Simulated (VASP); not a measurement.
# Na33H32 (a cell with a defect) in VASP: single point with PBEsol

Aim: the single point of Na33H32 (a cell with a defect) with PBEsol.

Program: VASP 6.6.1. These are calculated values, not measurements. Logs are shortened: lines on timing, memory, paths and dates and some standing lists are left out, and cuts for length are marked.

## 1. The cell of the first run

The cell holds a defect, 65 atoms: a = 9.586 Å, b = 9.586 Å, c = 9.586 Å, α = 90.00°, β = 90.00°, γ = 90.00°.

## 2. Single point, PBEsol, collinear spin

INCAR

```
ALGO = Normal
EDIFF = 1E-6
ENCUT = 400
GGA = PS
GGA_COMPAT = F
ISIF = 2
ISMEAR = -1
ISPIN = 2
ISYM = -1
LASPH = T
LCHARG = F
LORBIT = 11
LREAL = Auto
LWAVE = F
MAGMOM = 0 0 0 0.111 0 0 0 0 0 0 0 0 0 0.111 0 0 0 0 0 0 0 0 0.111 0 0.111 0 0 0 0 0 0 0 0 0 0 0 0 0 0 0.111 0 0.111 0 0 0 0 0 0 0 0 0.111 0 0 0 0 0 0 0 0 0 0.111 0 0 0 0.111
NBANDS = 174
NELM = 200
PREC = Accurate
SIGMA = 0.05
```

KPOINTS

```
explicit points
1
Reciprocal
  0.25000000   0.25000000   0.25000000 1
```

POSCAR

```
Na33H32
1.0
    9.5855340000      0.0000000000      0.0000000000
    0.0000000000      9.5855340000      0.0000000000
    0.0000000000      0.0000000000      9.5855340000
H Na
32 33
Direct
    0.2515900000      0.0044520000      0.9960540000
    0.2514170000      0.9925330000      0.5059860000
    0.2460140000      0.5063460000      0.9806350000
    0.2550270000      0.4883680000      0.5276060000
    0.7515050000      0.9984520000      0.0002660000
    0.7504670000      0.9986470000      0.5025200000
    0.7476160000      0.4985920000      0.9974020000
    0.7586260000      0.4986290000      0.5068080000
    0.0010770000      0.2519800000      0.0006960000
    0.0031840000      0.2474560000      0.5027890000
    0.0050220000      0.7441370000      0.0047930000
    0.0016750000      0.7486790000      0.4982940000
    0.5027510000      0.2475770000      0.0029020000
    0.4928500000      0.2579270000      0.4927730000
    0.4983110000      0.7485160000      0.0015650000
    0.5030600000      0.7458450000      0.5029750000
    0.9963200000      0.0044580000      0.2514420000
    0.0003700000      0.9984870000      0.7514300000
    0.9814120000      0.5061940000      0.2461730000
    0.9975770000      0.4986350000      0.7472960000
    0.5062610000      0.9924940000      0.2512920000
    0.5025180000      0.9986380000      0.7504170000
    0.5290380000      0.4877820000      0.2553470000
    0.5068990000      0.4986230000      0.7581560000
    0.2556200000      0.2275060000      0.2556000000
    0.2517750000      0.2430900000      0.7590250000
    0.2400230000      0.7751240000      0.2401750000
    0.2512770000      0.7529130000      0.7461940000
    0.7597010000      0.2428520000      0.2517160000
    0.7507890000      0.2480730000      0.7505380000
    0.7465880000      0.7528660000      0.2512480000
    0.7517280000      0.7490040000      0.7515240000
    0.0018100000      0.0015360000      0.0017350000
    0.9999380000      0.9978040000      0.5018910000
    0.9840710000      0.4946330000      0.9837620000
    0.0058310000      0.4980830000      0.4995110000
    0.5021140000      0.9978020000      0.9998000000
    0.5010440000      0.9960970000      0.5008610000
    0.4997020000      0.4979110000      0.0061380000
    0.5251710000      0.5082450000      0.5243550000
    0.2520330000      0.2513760000      0.0044700000
    0.2409560000      0.2268980000      0.5256540000
    0.2557270000      0.7677170000      0.9837350000
    0.2517030000      0.7444410000      0.4975550000
    0.7529220000      0.2480660000      0.9998450000
    0.7545800000      0.2490480000      0.5009250000
    0.7486800000      0.7483280000      0.0015400000
    0.7528370000      0.7498670000      0.5020240000
    0.2515710000      0.0002020000      0.2512740000
    0.2514470000      0.9975250000      0.7523040000
    0.1819450000      0.5709460000      0.1815500000
    0.2520010000      0.4984160000      0.7534310000
    0.7525680000      0.9974100000      0.2513480000
    0.7513290000      0.9987560000      0.7512440000
    0.7542820000      0.4983010000      0.2518770000
    0.7530790000      0.4984630000      0.7528730000
    0.0047960000      0.2515240000      0.2517210000
    0.0000100000      0.2480430000      0.7526460000
    0.9839470000      0.7676860000      0.2556050000
    0.0016290000      0.7484360000      0.7484620000
    0.5263630000      0.2270070000      0.2406940000
    0.5011920000      0.2490610000      0.7542570000
    0.4980090000      0.7442120000      0.2515800000
    0.5021730000      0.7498030000      0.7526140000
    0.3409570000      0.4107230000      0.3402000000
```

Potentials or basis: VASP PAW PBE potentials, release 64 (H, Na_pv).

Launch:

```sh
$ cat potpaw_PBE.64/H/POTCAR potpaw_PBE.64/Na_pv/POTCAR > POTCAR
$ mpirun -np 1 vasp_std > vasp.out
```

OUTCAR:

```text
EDIFF = 1E-6
   ENCUT = 400
   GGA = PS
   ISIF = 2
   ISMEAR = -1
   ISPIN = 2
   ISYM = -1
   LASPH = T
   LORBIT = 11
   LREAL = Auto
   NELM = 200
   PREC = Accurate

 ion  position               nearest neighbor table
   1  0.252  0.004  0.996-
   2  0.251  0.993  0.506-
   3  0.246  0.506  0.981-
   4  0.255  0.488  0.528-
   5  0.752  0.998  0.000-
   6  0.750  0.999  0.503-
[... 26 lines left out ...]
  33  0.002  0.002  0.002-
  34  1.000  0.998  0.502-
  35  0.984  0.495  0.984-  51 2.78
  36  0.006  0.498  0.500-
  37  0.502  0.998  1.000-
  38  0.501  0.996  0.501-
  39  0.500  0.498  0.006-
  40  0.525  0.508  0.524-  65 2.67
  41  0.252  0.251  0.004-
  42  0.241  0.227  0.526-  65 2.68
  43  0.256  0.768  0.984-  51 2.77
  44  0.252  0.744  0.498-
  45  0.753  0.248  1.000-
  46  0.755  0.249  0.501-
  47  0.749  0.748  0.002-
  48  0.753  0.750  0.502-
  49  0.252  0.000  0.251-
  50  0.251  0.998  0.752-
  51  0.182  0.571  0.182-  65 2.64  43 2.77  59 2.77  35 2.78
  52  0.252  0.498  0.753-
  53  0.753  0.997  0.251-
  54  0.751  0.999  0.751-
  55  0.754  0.498  0.252-
  56  0.753  0.498  0.753-
  57  0.005  0.252  0.252-
  58  0.000  0.248  0.753-
  59  0.984  0.768  0.256-  51 2.77
  60  0.002  0.748  0.748-
  61  0.526  0.227  0.241-  65 2.68
  62  0.501  0.249  0.754-
  63  0.498  0.744  0.252-
  64  0.502  0.750  0.753-
  65  0.341  0.411  0.340-  51 2.64  40 2.67  61 2.68  42 2.68

IMPORTANT INFORMATION: All symmetrisations will be switched off!
NOSYMM: (Re-)initialisation of all symmetry stuff for point group C_1.

----------------------------------------------------------------------------------------

                                     Primitive cell

  volume of cell :     880.7425

  direct lattice vectors                    reciprocal lattice vectors
     9.585534000  0.000000000  0.000000000     0.104323870  0.000000000  0.000000000
     0.000000000  9.585534000  0.000000000     0.000000000  0.104323870  0.000000000
     0.000000000  0.000000000  9.585534000     0.000000000  0.000000000  0.104323870

  length of vectors
     9.585534000  9.585534000  9.585534000     0.104323870  0.104323870  0.104323870

  position of ions in fractional coordinates (direct lattice)
     0.251590000  0.004452000  0.996054000
     0.251417000  0.992533000  0.505986000
     0.246014000  0.506346000  0.980635000
     0.255027000  0.488368000  0.527606000
     0.751505000  0.998452000  0.000266000
     0.750467000  0.998647000  0.502520000
[... 57 lines left out ...]
     0.502173000  0.749803000  0.752614000
     0.340957000  0.410723000  0.340200000

  ion indices of the primitive-cell ions
   primitive index   ion index
                 1           1
                 2           2
                 3           3
                 4           4
                 5           5
                 6           6
[... 57 lines left out ...]
                64          64
                65          65

----------------------------------------------------------------------------------------

 KPOINTS: explicit points

Read explicit list of k-points.

 Found      1 k-points:

 Following reciprocal coordinates:
            Coordinates               Weight
  0.250000  0.250000  0.250000      1.000000
   k-points           NKPTS =      1   k-points in BZ     NKDIM =      1   number of bands    NBANDS=    174
   number of dos      NEDOS =    301   number of ions     NIONS =     65
   total plane-waves  NPLWV = 262144
   dimension x,y,z NGX =    64 NGY =   64 NGZ =   64
   dimension x,y,z NGXF=   128 NGYF=  128 NGZF=  128
   ions per type =              32  33
   NGX,Y,Z   is equivalent  to a cutoff of  11.10, 11.10, 11.10 a.u.
   NGXF,Y,Z  is equivalent  to a cutoff of  22.20, 22.20, 22.20 a.u.
 SYSTEM =  unknown system
   PREC   = accura    normal or accurate (medium, high low for compatibility)
   ISTART =      0    job   : 0-new  1-cont  2-samecut
   ICHARG =      2    charge: 1-file 2-atom 10-const
   ISPIN  =      2    spin polarized calculation?
   LNONCOLLINEAR =      F non collinear calculations
   LSORBIT =      F    spin-orbit coupling
   LASPH  =      T    aspherical Exc in radial PAW
   ENCUT  =  400.0 eV  29.40 Ry    5.42 a.u.  15.63 15.63 15.63*2*pi/ulx,y,z
   NELM   =    200;   NELMIN=  2; NELMDL= -5     # of ELM steps
   EDIFF  = 0.1E-05   stopping-criterion for ELM
   LREAL  =      T    real-space projection
   EDIFFG = 0.1E-04   stopping-criterion for IOM
   NSW    =      0    number of steps for IOM
   IBRION =     -1    ionic relax: 0-MD 1-quasi-New 2-CG
   NFREE  =      0    steps in history (QN), initial steepest desc. (CG)
   ISIF   =      2    stress and relaxation
   ISYM   =     -1    0-nonsym 1-usesym 2-fastsym
   POTIM  = 0.5000    time-step for ionic-motion
   TEBEG  =    0.0;   TEEND  =   0.0 temperature during run
   PSTRESS=    0.0 pullay stress
   NELECT =     263.0000    total number of electrons
   NUPDOWN=      -1.0000    fix difference up-down
   EMIN   =  10.00;   EMAX   =-10.00  energy-range for DOS
   EFERMI =   0.00;   METHOD = LEGACY
   ISMEAR =    -1;   SIGMA  =   0.05  broadening in eV -4-tet -1-fermi 0-gaus
   EFERMI_NEDOS =   21; number of points for ismear=-14 and -15
   IALGO  =     38    algorithm
   IMIX   =      4    mixing-type and parameters
     AMIX     =   0.40;   BMIX     =  1.00
     AMIX_MAG =   1.60;   BMIX_MAG =  1.00
  volume/ion in A,a.u.               =      13.55        91.44
  Fermi-wavevector in a.u.,A,eV,Ry     =   1.094235  2.067804 16.290926  1.197349
  Thomas-Fermi vector in A             =   2.230535
   LORBIT       =     11    0 simple, 1 ext, 2 COOP (PROOUT), +10 PAW based schemes
   GGA     = PS    functional components
   LHFCALC =     F    Hartree Fock is set to
   AEXX    =    0.0000 exact exchange contribution
   IVDW    =     0    specifies the selected vdW correction
   LEPSILON=     F    determine dielectric tensor
   LRPA    =     F    only Hartree local field effects (RPA)
 spin polarized calculation
  energy-cutoff  :      400.00
  volume of cell :      880.74
 maximum number of plane-waves:     16008
 NGX is ok and might be reduce to    64
   NGX = 31   NGY = 31   NGZ = 31

 number of electron     263.0000139 magnetization       0.9617989

 Free energy of the ion-electron system (eV)
  ---------------------------------------------------
  ext. energy  EPLUGINS =         0.00000000
  ---------------------------------------------------
  free energy    TOTEN  =      -160.89154847 eV

  energy without entropy =     -160.87339759  energy(sigma->0) =     -160.88247303

 E-fermi :   2.7728     XC(G=0):  -8.0612

 val. band max:        2.6085242131   @ k =   0.2500   0.2500   0.2500
 cond. band min:       2.9893532726   @ k =   0.2500   0.2500   0.2500
 fundamental gap:      0.3808290595
 Fermi energy:         2.7728124967

 spin component 1

 k-point     1 :       0.2500    0.2500    0.2500
  band No.  band energies     occupation
      1     -23.4343      1.00000
      2     -23.3262      1.00000
      3     -23.3085      1.00000
      4     -23.2433      1.00000
      5     -23.1785      1.00000
      6     -23.1742      1.00000
[... 135 lines left out ...]
    142       4.0056      0.00000
    143       4.0590      0.00000
 Fermi energy:         2.7728124967

 spin component 2

 k-point     1 :       0.2500    0.2500    0.2500
  band No.  band energies     occupation
      1     -23.3861      1.00000
      2     -23.3132      1.00000
      3     -23.2967      1.00000
      4     -23.2160      1.00000
      5     -23.1623      1.00000
      6     -23.1590      1.00000
[... 135 lines left out ...]
    142       4.1305      0.00000
    143       4.1618      0.00000
 [bands above 143 left out]

------------------------ aborting loop because EDIFF is reached ----------------------------------------

  FORCE on cell =-STRESS in cart. coord.  units (eV):
  Direction    XX          YY          ZZ          XY          YZ          ZX
  --------------------------------------------------------------------------------------
  -------------------------------------------------------------------------------------
  Total        4.1441397      3.7414514      4.0909543     -1.7808419     -1.7657119      1.5358857
  in kB        7.5386927      6.8061538      7.4419418     -3.2395674     -3.2120441      2.7939622
  external PRESSURE =       7.2622628 kB  Pullay stress =       0.0000000 kB

 VOLUME and BASIS-vectors are now :
 -----------------------------------------------------------------------------
  energy-cutoff  :      400.00
  volume of cell :      880.74
      direct lattice vectors                 reciprocal lattice vectors
     9.585534000  0.000000000  0.000000000     0.104323870  0.000000000  0.000000000
     0.000000000  9.585534000  0.000000000     0.000000000  0.104323870  0.000000000
     0.000000000  0.000000000  9.585534000     0.000000000  0.000000000  0.104323870

 POSITION                                       TOTAL-FORCE (eV/Angst)
 -----------------------------------------------------------------------------------
      2.41162      0.04267      9.54771         0.003506      0.008246      0.005372
      2.40997      9.51396      4.85015         0.003023      0.002651     -0.000582
      2.35818      4.85360      9.39991         0.006353     -0.005748      0.004082
      2.44457      4.68127      5.05739        -0.005399     -0.005037     -0.008063
      7.20358      9.57070      0.00255        -0.002504      0.007654      0.002872
      7.19363      9.57256      4.81692        -0.004508      0.010422     -0.003197
[... 57 lines left out ...]
      4.81360      7.18726      7.21421        -0.001572      0.002406      0.003494
      3.26825      3.93700      3.26100        -0.010642      0.007275     -0.005783
 -----------------------------------------------------------------------------------
    total drift:                               -0.006211      0.003736     -0.007192

  FREE ENERGIE OF THE ION-ELECTRON SYSTEM (eV)
  ---------------------------------------------------
  free  energy   TOTEN  =      -160.8915484700 eV

  energy  without entropy=     -160.8733975858  energy(sigma->0) =     -160.88247303

 total charge

# of ion       s       p       d       tot
------------------------------------------
    1        0.508   0.001   0.000   0.509
    2        0.508   0.001   0.000   0.508
    3        0.510   0.001   0.000   0.511
    4        0.509   0.001   0.000   0.511
    5        0.504   0.001   0.000   0.504
    6        0.504   0.001   0.000   0.505
[... 57 lines left out ...]
   64        0.066   5.992   0.000   6.058
   65        0.109   6.018   0.000   6.126
--------------------------------------------------
tot         18.521 197.842   0.000 216.363

 magnetization (x)

# of ion       s       p       d       tot
------------------------------------------
    1       -0.001   0.000   0.000  -0.001
    2       -0.001   0.000   0.000  -0.001
    3        0.001   0.000   0.000   0.001
    4        0.002   0.001   0.000   0.002
    5       -0.000   0.000   0.000  -0.000
    6       -0.001   0.000   0.000  -0.001
[... 57 lines left out ...]
   64        0.002   0.000   0.000   0.002
   65        0.018   0.015   0.000   0.034
--------------------------------------------------
tot          0.116   0.052   0.000   0.168
```

Wall time 5.3 min (1 thread of Intel Xeon Platinum 8375C at 2.90GHz (Ice Lake), shared host); peak memory 0.81 GiB.

What came out:

| Quantity | Value |
| --- | --- |
| Free energy | -160.8915 eV |
| Pressure | 0.7 GPa |
| Largest force | 0.015 eV/Å |
| Net moment | 0.96 μB per cell |
| Site moments | H -0.00, +0.00 (each value once); Na +0.00, +0.01, +0.04, +0.03 (each value once) μB |
| Valence electrons inside the program's atomic spheres | H 0.51, 0.50 (each value once); Na 6.05, 6.06, 6.07, 6.12, 6.13 (each value once) |

Forces on the atoms (eV/Å):
```
H    0.004  0.008  0.005
H    0.003  0.003 -0.001
H    0.006 -0.006  0.004
H   -0.005 -0.005 -0.008
H   -0.003  0.008  0.003
H   -0.005  0.010 -0.003
H   -0.003 -0.004  0.003
H    0.000 -0.006 -0.006
H   -0.004  0.000  0.000
H   -0.001  0.002 -0.004
H    0.000 -0.002  0.003
H   -0.004  0.001  0.000
H    0.001  0.001  0.004
H    0.010 -0.009  0.007
H    0.002  0.002 -0.002
H   -0.001 -0.001 -0.004
H    0.004  0.007  0.003
H    0.002  0.007 -0.003
H    0.004 -0.007  0.007
H    0.001 -0.004 -0.003
H    0.000  0.004  0.002
H   -0.001  0.011 -0.006
H   -0.011 -0.006 -0.005
H   -0.003 -0.007  0.000
H    0.009  0.007  0.008
H    0.006  0.003  0.001
H    0.008 -0.007  0.007
H    0.003 -0.004 -0.005
H   -0.001  0.005  0.003
H   -0.006  0.001 -0.004
H   -0.006 -0.006  0.002
H   -0.004 -0.002 -0.003
Na  -0.002 -0.008 -0.004
Na   0.000 -0.006  0.000
Na   0.001  0.004 -0.003
Na   0.004  0.009  0.006
Na  -0.001 -0.008 -0.002
Na  -0.001 -0.011  0.000
Na   0.002  0.012 -0.007
Na  -0.003  0.006  0.006
Na  -0.007 -0.002  0.003
Na  -0.003 -0.003 -0.005
Na  -0.001  0.000 -0.007
Na  -0.007  0.002  0.009
Na   0.003  0.000 -0.003
Na   0.008 -0.003  0.003
Na   0.004  0.004 -0.003
Na   0.003  0.004  0.001
Na  -0.005 -0.006 -0.003
Na  -0.003 -0.010  0.000
Na   0.004 -0.003  0.004
Na  -0.006  0.011  0.004
Na   0.001 -0.009 -0.003
Na   0.003 -0.009  0.002
Na   0.005  0.012 -0.007
Na   0.003  0.008  0.004
Na   0.006 -0.008 -0.004
Na   0.000  0.001  0.002
Na  -0.003  0.003 -0.001
Na   0.000  0.002  0.005
Na  -0.007 -0.009 -0.001
Na   0.000 -0.001  0.007
Na   0.006  0.004 -0.007
Na  -0.002  0.002  0.003
Na  -0.011  0.007 -0.006
```

Stress tensor (GPa, compression positive):
```
 0.75 -0.32  0.28
-0.32  0.68 -0.32
 0.28 -0.32  0.74
```

Caveat: the PAW data sets were made with another functional, which shifts forces and pressure a little.
